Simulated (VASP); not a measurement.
# Zn3CdSi4P8 (P1) in VASP: further runs, part 2 of 2

VASP 6.6.1.

### 3 Single point, PBEsol

INCAR reads:

```
SYSTEM = Zn3CdSi4P8
ALGO = Normal
EDIFF = 1E-6
ENCUT = 500
GGA = PS
GGA_COMPAT = .False.
ISIF = 2
ISMEAR = -1
ISYM = -1
LASPH = .True.
LCHARG = .False.
LREAL = Auto
LWAVE = .False.
NBANDS = 246
NELM = 120
PREC = Accurate
SIGMA = 0.05
```

KPOINTS reads:

```
explicit points
1
Reciprocal
  0.25000000   0.25000000   0.25000000 1
```

POSCAR reads:

```
Zn3CdSi4P8
1.0
   10.8414411129     -0.0000549697     -0.0000170274
   -0.0000549524     10.8448480897     -0.0000170275
   -0.0000159856     -0.0000159907     10.4762365711
Zn Cd Si P
12 4 16 32
Direct
    0.9988500000      0.0028230000      0.9998580000
    0.9981840000      0.4980590000      0.9981120000
    0.4982550000      0.4987690000      0.9984600000
    0.0008140000      0.2492550000      0.2505550000
    0.4984680000      0.2509270000      0.2517960000
    0.2501700000      0.4999230000      0.7493800000
    0.7518770000      0.0002030000      0.7486740000
    0.7499100000      0.4992010000      0.7496070000
    0.2507730000      0.2515660000      0.4994960000
    0.2482950000      0.7482150000      0.5016120000
    0.7489110000      0.2500620000      0.5002660000
    0.7501520000      0.7498040000      0.5035630000
    0.5036860000      0.9992510000      0.0016790000
    0.0015700000      0.7512530000      0.2510420000
    0.5030930000      0.7495600000      0.2535960000
    0.2501010000      0.9970200000      0.7501990000
    0.9989660000      0.0031490000      0.5010490000
    0.9995110000      0.4979990000      0.5001260000
    0.5028810000      0.0023620000      0.4999320000
    0.5001940000      0.4978140000      0.4991900000
    0.2481530000      0.0049040000      0.2505860000
    0.2502200000      0.4953680000      0.2499930000
    0.7528820000      0.0059310000      0.2498160000
    0.7506660000      0.4956990000      0.2489670000
    0.2482630000      0.2550990000      0.9996750000
    0.2472100000      0.7449150000      0.9982880000
    0.7531460000      0.2529440000      0.9994880000
    0.7527120000      0.7468400000      0.9958980000
    0.9979950000      0.2527120000      0.7492800000
    0.9980970000      0.7475530000      0.7484190000
    0.5024390000      0.2549360000      0.7496370000
    0.5027930000      0.7456140000      0.7461320000
    0.1318990000      0.1273740000      0.1232190000
    0.1370370000      0.6142210000      0.1191990000
    0.6392610000      0.1351930000      0.1317230000
    0.6392220000      0.6173420000      0.1177440000
    0.1110330000      0.1320040000      0.6202380000
    0.1158960000      0.6236630000      0.6242230000
    0.6168990000      0.1258120000      0.6271980000
    0.6179980000      0.6208840000      0.6228160000
    0.3680600000      0.3737970000      0.1254140000
    0.3523430000      0.8730480000      0.1251340000
    0.8706510000      0.3739190000      0.1252310000
    0.8599750000      0.8810400000      0.1177630000
    0.3759130000      0.1180420000      0.3749860000
    0.3675400000      0.6093160000      0.3806970000
    0.8762640000      0.1192680000      0.3751700000
    0.8678210000      0.6101950000      0.3804170000
    0.1237080000      0.3809930000      0.3744610000
    0.1313100000      0.8918100000      0.3836110000
    0.6235620000      0.3810020000      0.3738310000
    0.6347620000      0.8918650000      0.3810170000
    0.1228950000      0.3689870000      0.8729960000
    0.1157820000      0.8586100000      0.8809970000
    0.6265000000      0.3690840000      0.8751280000
    0.6309570000      0.8587150000      0.8662740000
    0.3836720000      0.3753040000      0.6247230000
    0.3907560000      0.8672830000      0.6168200000
    0.8810860000      0.3754100000      0.6247940000
    0.8838520000      0.8751070000      0.6244830000
    0.3755800000      0.1466070000      0.8750710000
    0.3756200000      0.6328420000      0.8729760000
    0.8748380000      0.1338940000      0.8736340000
    0.8757180000      0.6294560000      0.8726790000
```

Potentials or basis: VASP PAW PBE potentials, release 64 (Zn, Cd, Si, P).

Launch:

```
$ cat potpaw_PBE.64/Zn/POTCAR potpaw_PBE.64/Cd/POTCAR potpaw_PBE.64/Si/POTCAR potpaw_PBE.64/P/POTCAR > POTCAR
$ mpirun -np 1 vasp_std > vasp.out
```

It took 8.6 min on 1 thread of Intel Xeon Platinum 8488C (Sapphire Rapids), shared host; peak memory 1.1 GiB.

It converged, with:

* Free energy: -318.0878 eV
* Pressure: 0.2 GPa
* Largest force: 0.042 eV/Å
* Band gap on the k mesh: 1.78 eV

Forces in eV/Å, atoms in the order of the input:
```
Zn   0.001  0.000  0.001
Zn  -0.002  0.000 -0.004
Zn  -0.004  0.001 -0.003
Zn   0.000  0.001  0.002
Zn   0.000  0.001  0.004
Zn  -0.001  0.000 -0.001
Zn   0.002  0.000  0.001
Zn   0.002 -0.002 -0.001
Zn   0.000  0.000  0.001
Zn   0.000 -0.001 -0.001
Zn  -0.001 -0.001  0.000
Zn   0.000 -0.002  0.002
Cd  -0.002 -0.001  0.001
Cd   0.002  0.000 -0.003
Cd   0.003 -0.001 -0.001
Cd   0.001  0.000 -0.003
Si  -0.001 -0.002  0.002
Si   0.001  0.005  0.000
Si  -0.004 -0.002  0.000
Si  -0.003  0.005  0.000
Si   0.004 -0.001 -0.002
Si   0.001 -0.003 -0.001
Si  -0.006 -0.005 -0.003
Si  -0.002 -0.003 -0.002
Si   0.003 -0.004  0.004
Si   0.003  0.001 -0.001
Si  -0.002 -0.002  0.002
Si  -0.004  0.002  0.002
Si   0.002 -0.002 -0.001
Si   0.004  0.004 -0.006
Si  -0.001 -0.003  0.000
Si  -0.003  0.001 -0.001
P    0.016 -0.005 -0.001
P    0.029 -0.011 -0.004
P    0.032  0.009  0.011
P    0.028 -0.013 -0.010
P   -0.025  0.011 -0.008
P   -0.015 -0.002  0.000
P   -0.012  0.001  0.003
P   -0.014  0.007 -0.004
P   -0.018  0.007  0.001
P   -0.042  0.000  0.000
P   -0.019  0.004  0.003
P   -0.025  0.011 -0.009
P   -0.003 -0.018  0.001
P   -0.015 -0.022  0.012
P   -0.003 -0.013  0.003
P   -0.013 -0.025  0.013
P    0.006  0.014  0.000
P    0.013  0.023  0.010
P    0.006  0.014 -0.006
P    0.014  0.026  0.014
P    0.007 -0.015 -0.002
P   -0.009 -0.022  0.014
P   -0.007 -0.012  0.002
P    0.012 -0.025 -0.007
P    0.011  0.000 -0.001
P    0.023 -0.010 -0.010
P    0.017 -0.003 -0.003
P    0.013 -0.001 -0.001
P   -0.003  0.033  0.000
P    0.001  0.014 -0.001
P    0.001  0.017 -0.005
P    0.002  0.020 -0.001
```

Stress tensor (GPa, compression positive):
```
 0.18 -0.60 -0.62
-0.60  0.19 -0.54
-0.62 -0.54  0.18
```

Levels at points of the mesh, in eV from the valence-band top:
```tsv
k point	band 206	band 207	band 208	band 209	band 210	band 211
(0.25, 0.25, 0.25)	-0.21	-0.15	0.00	1.78	1.84	1.86
```

Caveat: the PAW data sets were made with another functional, which shifts forces and pressure a little; a shifted mesh leaves out Γ, where band edges can lie.

### 4 Single point, PBEsol

INCAR reads:

```
SYSTEM = Zn3CdSi4P8
ALGO = Normal
EDIFF = 1E-6
ENCUT = 520
GGA = PS
ISIF = 2
ISMEAR = -1
ISYM = 0
LASPH = .True.
LCHARG = .False.
LREAL = Auto
LWAVE = .False.
NBANDS = 246
NELM = 60
PREC = Accurate
SIGMA = 0.05
```

KPOINTS reads:

```
Automatic mesh
0
Gamma
  1 1 1
  0.25 0.25 0.25
```

POSCAR is that of step 3.

Launch:

```
$ cat potpaw_PBE.64/Zn/POTCAR potpaw_PBE.64/Cd/POTCAR potpaw_PBE.64/Si/POTCAR potpaw_PBE.64/P/POTCAR > POTCAR
$ mpirun -np 1 vasp_std > vasp.out
```

Run time: 16 min. Hardware: 1 thread of Intel Xeon Platinum 8375C at 2.90GHz (Ice Lake), shared host; peak memory 1.3 GiB.

Results (log left out):

```yaml
Free_energy: -318.0811 eV
Pressure: 0.2 GPa
Largest_force: 0.104 eV/Å
Band_gap_on_the_k_mesh: 1.79 eV
```

Forces in eV/Å, atoms in the order of the input:
```
Zn  -0.001 -0.017 -0.003
Zn  -0.001 -0.018 -0.006
Zn  -0.004 -0.017 -0.007
Zn  -0.008  0.005  0.002
Zn  -0.018  0.007  0.015
Zn  -0.010  0.002 -0.006
Zn  -0.013  0.004  0.006
Zn  -0.010  0.001 -0.005
Zn   0.004 -0.013  0.003
Zn   0.002 -0.026 -0.007
Zn  -0.002 -0.012  0.003
Zn   0.005 -0.018  0.002
Cd  -0.027 -0.035  0.009
Cd  -0.031 -0.025 -0.006
Cd  -0.028 -0.023 -0.008
Cd  -0.036 -0.024 -0.002
Si  -0.086 -0.039 -0.002
Si  -0.069 -0.039 -0.004
Si  -0.081 -0.035  0.010
Si  -0.084 -0.043  0.000
Si  -0.044 -0.076 -0.019
Si  -0.047 -0.075  0.010
Si  -0.051 -0.090 -0.003
Si  -0.046 -0.073 -0.003
Si  -0.074 -0.047  0.012
Si  -0.097 -0.036  0.000
Si  -0.066 -0.043 -0.009
Si  -0.093 -0.038  0.007
Si  -0.055 -0.066 -0.001
Si  -0.047 -0.080  0.000
Si  -0.046 -0.080 -0.004
Si  -0.041 -0.094 -0.011
P    0.042  0.037 -0.009
P    0.069  0.071 -0.012
P    0.049  0.034 -0.018
P    0.073  0.054 -0.020
P    0.010  0.079  0.007
P    0.014  0.033  0.008
P    0.000  0.039  0.013
P    0.013  0.039  0.010
P   -0.001  0.035  0.009
P    0.001  0.061  0.045
P    0.013  0.036  0.006
P    0.021  0.073 -0.002
P    0.044  0.012  0.002
P    0.016 -0.004  0.045
P    0.052  0.005  0.018
P    0.017  0.001  0.047
P    0.053  0.038 -0.007
P    0.047  0.037 -0.023
P    0.046  0.048  0.000
P    0.054  0.050 -0.036
P    0.038  0.002  0.005
P    0.025 -0.010  0.049
P    0.037  0.009  0.016
P    0.080  0.024  0.008
P    0.034  0.047 -0.023
P    0.080  0.061 -0.012
P    0.034  0.034 -0.012
P    0.044  0.037 -0.009
P    0.067  0.065 -0.039
P    0.044  0.038 -0.015
P    0.038  0.037 -0.013
P    0.047  0.043 -0.010
```

Stress tensor (GPa, compression positive):
```
 0.18 -0.60  0.09
-0.60  0.19  0.16
 0.09  0.16  0.18
```

Levels at points of the mesh, in eV from the valence-band top:
```csv
k point,band 205,band 206,band 207,band 208,band 209,band 210,band 211,band 212
"(0.25, 0.25, 0.25)",-0.27,-0.22,-0.15,0.00,1.79,1.84,1.86,2.16
```

Caveat: the PAW data sets were made with another functional, which shifts forces and pressure a little; a shifted mesh leaves out Γ, where band edges can lie. A k mesh can miss the band edges.

### 5 The runs side by side

```tsv
cell	cutoff (eV)	gap on the mesh (eV)	pressure (GPa)	largest force (eV/Å)
a = 10.851, b = 10.851, c = 10.459 Å, 64 atoms, atomic positions A	500	1.82	0.8	2.10
a = 10.841, b = 10.845, c = 10.476 Å, 64 atoms, atomic positions B	500	1.78	0.2	0.04
a = 10.841, b = 10.845, c = 10.476 Å, 64 atoms, atomic positions B	520	1.79	0.2	0.10
```

Alike in all rows: task single point; level PBEsol; potentials or basis VASP PAW PBE potentials, release 64 (Zn, Cd, Si, P); no spin polarisation; k mesh 1 × 1 × 1, shifted; smearing fermi-dirac 0.05 eV.

Caveats: the PAW data sets were made with another functional, which shifts forces and pressure a little; a shifted mesh leaves out Γ, where band edges can lie.

Absolute energies hang on the potentials; compare differences alone.
